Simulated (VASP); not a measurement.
Wanted: the native input for a VASP 6.6.1 run.

```yaml
Task: single point
Functional: PBE
Potentials_or_basis: VASP PAW PBE potentials, release 64 (Cu)
Cutoff: 520 eV
k_mesh: 21 × 21 × 10
Occupations: gaussian, width 0.15 eV
Spin: no spin polarisation
Dipole_correction: no
Further_INCAR_settings: ALGO = Fast; EDIFF = 1e-06; NBANDS = 18
```

The structure of Cu lies in POSCAR:

```
Cu
1.0
    2.5672412656      0.0000000000      0.0000000000
   -1.2836206328      2.2232961536      0.0000000000
    0.0000000000      0.0000000000      4.1920560930
Cu
2
Direct
    0.3675168135      0.7350336270      0.2500000000
    0.6324831865      0.2649663730      0.7500000000
```

This cell differs from its parent crystal: atoms displaced along a vibrational mode.

The input as run:

INCAR

```
SYSTEM = Cu
PREC = Accurate ; ENCUT = 520
EDIFF = 1E-6 ; ISMEAR = 0
SIGMA = 0.15 ; LREAL = .False.
LASPH = .True. ; NELM = 100
ALGO = Fast ; ISIF = 2
LWAVE = .False. ; LCHARG = .False.
GGA = PE ; NBANDS = 18
```

KPOINTS

```
regular mesh
0
Gamma
  21 21 10
  0 0 0
```

Potentials or basis: VASP PAW PBE potentials, release 64 (Cu).

Launch:

```console
$ cat potpaw_PBE.64/Cu/POTCAR > POTCAR
$ mpirun -np 1 vasp_std > vasp.out
```

It gave:

```
Pressure               : 2.7 GPa
Largest force          : 0.541 eV/Å
Band gap on the k mesh : zero (bands 11 and 12 overlap by 5.92 eV)
```

Caveat: the cell differs from its parent crystal (atoms displaced along a vibrational mode).

It took 3.7 min on 1 thread of Intel(R) Xeon(R) Platinum 8259CL CPU @ 2.50GHz (Skylake/Cascade Lake), with other jobs on the host, peak memory 0.35 GiB.
